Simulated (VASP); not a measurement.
Set up this calculation in VASP 6.6.1, as the native input.

- Task: single point
- Functional: PBEsol
- Potentials or basis: VASP PAW PBE potentials, release 64 (V_sv)
- Cutoff: 520 eV
- k mesh: 20 × 20 × 20
- Occupations: gaussian, width 0.1 eV
- Spin: no spin polarisation
- Dipole correction: no
- Further INCAR settings: ALGO = Fast; EDIFF = 1e-06; NBANDS = 12

The structure of V lies in POSCAR:

```
V
1.0
   -1.4940733238      1.4940733238      1.4940733238
    1.4940733238     -1.4940733238      1.4940733238
    1.4940733238      1.4940733238     -1.4940733238
V
1
Direct
    0.0000000000      0.0000000000      0.0000000000
```

This cell differs from its parent crystal: volume scaled by 1.03.

The input as run:

INCAR

```
SYSTEM = V
PREC = Accurate
ENCUT = 520
EDIFF = 1E-6
ISMEAR = 0
SIGMA = 0.1
LREAL = .False.
LASPH = .True.
NELM = 80
ALGO = Fast
ISIF = 2
LWAVE = .False.
LCHARG = .False.
GGA = PS
NBANDS = 12
```

KPOINTS

```
regular mesh
0
Gamma
  20 20 20
  0 0 0
```

Potentials or basis: VASP PAW PBE potentials, release 64 (V_sv).

Command:

```console
$ cat potpaw_PBE.64/V_sv/POTCAR > POTCAR
$ mpirun -np 1 vasp_std > vasp.out
```

It gave:

```yaml
Pressure: -5.2 GPa
```

Caveat: the PAW data sets were made with another functional, which shifts forces and pressure a little.

Run time: 13 s on 1 thread of Intel(R) Xeon(R) 6975P-C (Granite Rapids), on a shared host, peak memory 0.15 GiB.
